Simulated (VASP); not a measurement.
# Sb (Fm-3m) in VASP: further runs

Runs on Sb. Level: PBE. Tasks: relaxation of cell and atoms, single point.

Everything below comes from runs of VASP 6.6.1. Logs are shortened: lines on timing, memory, paths and dates and some standing lists are left out, and cuts for length are marked.

## 1. The cell of the first run

It takes space group Fm-3m (No. 225, cubic). The conventional cell has a = 4.820 Å, b = 4.820 Å, c = 4.820 Å, α = 90.00°, β = 90.00°, γ = 90.00°. Within 4.5 Å of Sb (site symmetry m-3m) lie 12 Sb at 3.41 Å.

## 2. Relaxation of cell and atoms, PBE

INCAR

```
ALGO = Normal
EDIFF = 1E-7
EDIFFG = -0.005
ENCUT = 500
GGA = PE
GGA_COMPAT = F
IBRION = 2
ISIF = 3
ISMEAR = -1
LASPH = T
LCHARG = F
LREAL = F
LWAVE = F
NELM = 120
NELMIN = 4
NSW = 60
PREC = Accurate
SIGMA = 0.08
```

KPOINTS

```
k-points
0
Gamma
  15 15 15
```

POSCAR

```
Sb
1.0
    0.0000000000      2.4101422642      2.4101422642
    2.4101422642      0.0000000000      2.4101422642
    2.4101422642      2.4101422642      0.0000000000
Sb
1
Direct
    0.0000000000      0.0000000000      0.0000000000
```

Potentials or basis: VASP PAW PBE potentials, release 64 (Sb).

Command:

```bash
> cat potpaw_PBE.64/Sb/POTCAR > POTCAR
> mpirun -np 1 vasp_std > vasp.out
```

OUTCAR:

```text
EDIFF = 1E-7
   EDIFFG = -0.005
   ENCUT = 500
   GGA = PE
   IBRION = 2
   ISIF = 3
   ISMEAR = -1
   LASPH = T
   LREAL = F
   NELM = 120
   NELMIN = 4
   NSW = 60
   PREC = Accurate

 ion  position               nearest neighbor table
   1  0.000  0.000  0.000-

  LATTYP: Found a face centered cubic cell.
 ALAT       =     4.8202845284

  Lattice vectors:

 A1 = (   0.0000000000,   2.4101422642,   2.4101422642)
 A2 = (   2.4101422642,   0.0000000000,   2.4101422642)
 A3 = (   2.4101422642,   2.4101422642,   0.0000000000)

Analysis of symmetry for initial positions (statically):
=====================================================================
 Subroutine PRICEL returns:
 Original cell was already a primitive cell.

 Routine SETGRP: Setting up the symmetry group for a
 face centered cubic supercell.

 Subroutine GETGRP returns: Found 48 space group operations
 (whereof 48 operations were pure point group operations)
 out of a pool of 48 trial point group operations.

The static configuration has the point symmetry O_h .

Analysis of symmetry for dynamics (positions and initial velocities):
=====================================================================
 Subroutine PRICEL returns:
 Original cell was already a primitive cell.

 Routine SETGRP: Setting up the symmetry group for a
 face centered cubic supercell.

 Subroutine GETGRP returns: Found 48 space group operations
 (whereof 48 operations were pure point group operations)
 out of a pool of 48 trial point group operations.

The dynamic configuration has the point symmetry O_h .

 Subroutine INISYM returns: Found 48 space group operations
 (whereof 48 operations are pure point group operations),
 and found     1 'primitive' translations

----------------------------------------------------------------------------------------

                                     Primitive cell

  volume of cell :      28.0000

  direct lattice vectors                    reciprocal lattice vectors
     0.000000000  2.410142264  2.410142264    -0.207456633  0.207456633  0.207456633
     2.410142264  0.000000000  2.410142264     0.207456633 -0.207456633  0.207456633
     2.410142264  2.410142264  0.000000000     0.207456633  0.207456633 -0.207456633

[... 84 lines left out ...]
   NSW    =     60    number of steps for IOM
   IBRION =      2    ionic relax: 0-MD 1-quasi-New 2-CG
   NFREE  =      1    steps in history (QN), initial steepest desc. (CG)
   ISIF   =      3    stress and relaxation
   ISYM   =      2    0-nonsym 1-usesym 2-fastsym
   POTIM  = 0.5000    time-step for ionic-motion
   TEBEG  =    0.0;   TEEND  =   0.0 temperature during run
   PSTRESS=    0.0 pullay stress
   NELECT =       5.0000    total number of electrons
   NUPDOWN=      -1.0000    fix difference up-down
   EMIN   =  10.00;   EMAX   =-10.00  energy-range for DOS
   EFERMI =   0.00;   METHOD = LEGACY
   ISMEAR =    -1;   SIGMA  =   0.08  broadening in eV -4-tet -1-fermi 0-gaus
   EFERMI_NEDOS =   21; number of points for ismear=-14 and -15
   IALGO  =     38    algorithm
   IMIX   =      4    mixing-type and parameters
     AMIX     =   0.40;   BMIX     =  1.00
     AMIX_MAG =   1.60;   BMIX_MAG =  1.00
  volume/ion in A,a.u.               =      28.00       188.95
  Fermi-wavevector in a.u.,A,eV,Ry     =   0.921889  1.742118 11.563320  0.849880
  Thomas-Fermi vector in A             =   2.047356
   LORBIT       =      0    0 simple, 1 ext, 2 COOP (PROOUT), +10 PAW based schemes
   GGA     = PE    functional components
   LHFCALC =     F    Hartree Fock is set to
   AEXX    =    0.0000 exact exchange contribution
   IVDW    =     0    specifies the selected vdW correction
   LEPSILON=     F    determine dielectric tensor
   LRPA    =     F    only Hartree local field effects (RPA)
 conjugate gradient relaxation of ions
 non-spin polarized calculation
  energy-cutoff  :      500.00
  volume of cell :       28.00
 maximum number of plane-waves:       728
 NGX is ok and might be reduce to    28
   NGX = 13   NGY = 13   NGZ = 13

--------------------------------------- Ionic step        1  -------------------------------------------

 number of electron       5.0000000 magnetization

 Free energy of the ion-electron system (eV)
  ---------------------------------------------------
  ext. energy  EPLUGINS =         0.00000000
  ---------------------------------------------------
  free energy    TOTEN  =        -3.83037653 eV

  energy without entropy =       -3.81705548  energy(sigma->0) =       -3.82371600

------------------------ aborting loop because EDIFF is reached ----------------------------------------

  FORCE on cell =-STRESS in cart. coord.  units (eV):
  Direction    XX          YY          ZZ          XY          YZ          ZX
  --------------------------------------------------------------------------------------
  -------------------------------------------------------------------------------------
  Total       -0.2013298     -0.2013298     -0.2013298     -0.0000000     -0.0000000     -0.0000000
  in kB      -11.5202139    -11.5202139    -11.5202139     -0.0000000     -0.0000000     -0.0000000
  external PRESSURE =     -11.5202139 kB  Pullay stress =       0.0000000 kB
[... 57 lines left out ...]
--------------------------------------- Ionic step        3  -------------------------------------------

 number of electron       5.0000000 magnetization

 Free energy of the ion-electron system (eV)
  ---------------------------------------------------
  ext. energy  EPLUGINS =         0.00000000
  ---------------------------------------------------
  free energy    TOTEN  =        -3.83242694 eV

  energy without entropy =       -3.81926904  energy(sigma->0) =       -3.82584799

 E-fermi :   8.3156     XC(G=0): -10.1514

 val. band max:        8.3121825072   @ k =  -0.2000   0.2000   0.0000
 cond. band min:       8.3406328114   @ k =  -0.4000   0.4667   0.0667
 fundamental gap:      0.0284503042
 Fermi energy:         8.3156110701

 k-point     1 :       0.0000    0.0000    0.0000
  band No.  band energies     occupation
      1      -4.4987      2.00000
      2      13.4622      0.00000
      3      13.4622      0.00000
      4      13.4622      0.00000
      5      18.1725      0.00000
      6      18.1725      0.00000
[... 199 lines left out ...]
 k-point    24 :       0.2000    0.1333    0.0000
  band No.  band energies     occupation
      1      -3.7248      2.00000
      2      10.2413      0.00000
      3      11.5713      0.00000
      4      11.9574      0.00000
      5      15.6633      0.00000
      6      17.3493      0.00000

 [... further k-points ...]
[... 5 lines left out ...]
  --------------------------------------------------------------------------------------
  -------------------------------------------------------------------------------------
  Total        0.0007387      0.0007387      0.0007387     -0.0000000     -0.0000000     -0.0000000
  in kB        0.0431317      0.0431317      0.0431317     -0.0000000     -0.0000000     -0.0000000
  external PRESSURE =       0.0431317 kB  Pullay stress =       0.0000000 kB
[... 16 lines left out ...]
  FREE ENERGIE OF THE ION-ELECTRON SYSTEM (eV)
  ---------------------------------------------------
  free  energy   TOTEN  =        -3.8324269368 eV

  energy  without entropy=       -3.8192690351  energy(sigma->0) =       -3.82584799

 reached required accuracy - stopping structural energy minimisation
```

OSZICAR:

```text
N       E                     dE             d eps       ncg     rms          rms(c)
DAV:   1     0.753226932328E+01    0.75323E+01   -0.15619E+03  1440   0.521E+02
[... 19 lines left out ...]
       N       E                     dE             d eps       ncg     rms          rms(c)
DAV:   1    -0.383291945603E+01   -0.91900E-03   -0.16106E-02  1518   0.729E-01    0.101E-01
DAV:   2    -0.383260183830E+01    0.31762E-03   -0.24692E-04  1494   0.132E-01    0.573E-02
DAV:   3    -0.383242695434E+01    0.17488E-03   -0.32749E-04  1470   0.105E-01    0.178E-02
DAV:   4    -0.383242688637E+01    0.67979E-07   -0.18404E-06  1800   0.146E-02    0.147E-02
DAV:   5    -0.383242703038E+01   -0.14401E-06   -0.18062E-07  1530   0.392E-03    0.318E-03
DAV:   6    -0.383242693682E+01    0.93558E-07   -0.59139E-09   864   0.682E-04
   3 F= -.38324269E+01 E0= -.38258480E+01  d E =-.205041E-02
```

CONTCAR:

```text
Sb
   1.00000000000000
    -0.0000000000000000    2.3939771341070073    2.3939771341070073
     2.3939771341070073    0.0000000000000000    2.3939771341070073
     2.3939771341070073    2.3939771341070073   -0.0000000000000000
  Sb
     1
Direct
     0.0000000000000000    0.0000000000000000    0.0000000000000000

  0.00000000E+00  0.00000000E+00  0.00000000E+00
```

Wall time 34 s (1 thread of Intel Xeon 6975P-C, shared host); peak memory 0.17 GiB.

Results:

```yaml
Free_energy: -3.8324 eV
Relaxed_volume: 27.44 Å³/atom
Relaxed_cell: a = 3.386 Å, b = 3.386 Å, c = 3.386 Å, α = 60.00°, β = 60.00°, γ = 60.00°
Space_group_after_relaxing_to_0.05_Å: Fm-3m (No. 225)
Energy_gained_by_relaxing: 2.1 meV/atom
Ionic_steps: 3
Pressure_after_relaxing: 0.0 GPa
```

Step by step:
| step | energy change (eV) | largest force (eV/Å) | pressure (GPa) | volume (Å³) |
| --- | --- | --- | --- | --- |
| 1 | 0.0000 | 0.0000 | -1.15 | 28.00 |
| 2 | -0.0016 | 0.0000 | 0.56 | 27.19 |
| 3 | -0.0021 | 0.0000 | 0.00 | 27.44 |

Final structure:
```yaml
crystal:
  lattice:
    - [0.00000, 2.39398, 2.39398]
    - [2.39398, 0.00000, 2.39398]
    - [2.39398, 2.39398, 0.00000]
  atoms:
    - { symbol: Sb, position: [0.00000, 0.00000, 0.00000] }
```

Levels at points of the mesh, in eV from the Fermi level:
| k point | band 1 | band 2 | band 3 | band 4 | band 5 | band 6 |
| --- | --- | --- | --- | --- | --- | --- |
| (0.00, 0.00, 0.00) | -12.81 | 5.15 | 5.15 | 5.15 | 9.86 | 9.86 |

Caveat: spin-orbit coupling is left out, which moves the levels of the heavy elements.

(Continued in part 2 of 2.)
